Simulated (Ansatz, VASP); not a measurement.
## One calculation of MnBr3, two programs

The input POSCAR:

```
MnBr3
1.0
    5.0903852237      0.0000000000      0.0000000000
    0.0000000000      5.0903852237      0.0000000000
    0.0000000000      0.0000000000      5.0903852237
Mn Br
1 3
Direct
    0.0000000000      0.0000000000      0.0000000000
    0.5000000000      0.0000000000      0.0000000000
    0.0000000000      0.0000000000      0.5000000000
    0.0000000000      0.5000000000      0.0000000000
```

File INCAR.step1:

```
PREC = Accurate
ENCUT = 520
ISMEAR = 0
SIGMA = 0.05
LREAL = False
LASPH = True
NELM = 150
ISPIN = 2
MAGMOM = 4 0 0 0
LMAXMIX = 4
NBANDS = 29
GGA = PE
ALGO = Normal
EDIFF = 1E-4
LWAVE = True
LCHARG = False
```

Contents of INCAR.step2:

```
PREC = Accurate
ENCUT = 520
EDIFF = 1E-6
ISMEAR = 0
SIGMA = 0.05
LREAL = False
LASPH = True
NELM = 150
ALGO = Normal
ISIF = 2
LWAVE = False
LCHARG = False
ISPIN = 2
MAGMOM = 4 0 0 0
LORBIT = 11
LMAXMIX = 4
METAGGA = R2SCAN
LMIXTAU = True
NBANDS = 29
ISTART = 1
```

KPOINTS

```
regular mesh
0
Gamma
  8 8 8
```

Input for Ansatz:

```yaml
crystal:
  lattice:
    - [5.0903852237, 0.0, 0.0]
    - [0.0, 5.0903852237, 0.0]
    - [0.0, 0.0, 5.0903852237]
  atoms:
    - { symbol: Mn, position: [0.0, 0.0, 0.0], spin: 4.0 }
    - { symbol: Br, position: [0.5, 0.0, 0.0] }
    - { symbol: Br, position: [0.0, 0.0, 0.5] }
    - { symbol: Br, position: [0.0, 0.5, 0.0] }
basis:
  ecutwfc: 500
  ecutrho_ratio: 4
kpoints:
  mp_grid: { grid: [8, 8, 8] }
hamiltonian:
  xc: r2scan
scf:
  occupations: { method: gaussian, width: 0.05 }
output:
  forces: true
  stress: true
  eigenvalues: true
  populations: true
  write_density: true
  write_potential: true
  elf: true
  volumetric_format: npy
magnetization:
  spin_polarized: true
```

Alike in both runs: task single point; functional r2SCAN; k mesh 8 × 8 × 8; occupations gaussian, width 0.05 eV; collinear spin.

|  | VASP | Ansatz |
| --- | --- | --- |
| version | VASP 6.6.1 | Ansatz 0.2.0 |
| potentials or method | VASP PAW PBE potentials, release 64 (Mn_pv, Br), cutoff 520 eV | scalar-relativistic, plane waves, PAW |
| valence electrons in the cell | 34 | 36 |

```tsv
	VASP	Ansatz	Ansatz less VASP
gap on the k mesh at the Fermi level (eV)	none	none	-
pressure (GPa)	0.0	0.0	+0.03
net moment per atom (μB)	1.07	1.06	-0.009
size of the moment on the site where the two differ most (μB)	4.09	4.03	-0.065
```

VASP's potentials were made for PBE, not for r2SCAN. Site moments also hang on the region over which each program counts them. A gap of «none» marks a metal or a gap that the smearing closes. VASP's potentials hold 34 valence electrons a cell and Ansatz's 36, so a difference there can come from the potentials and not from the codes. Ansatz's warnings: stability check not made, xc potential rough in thin density.
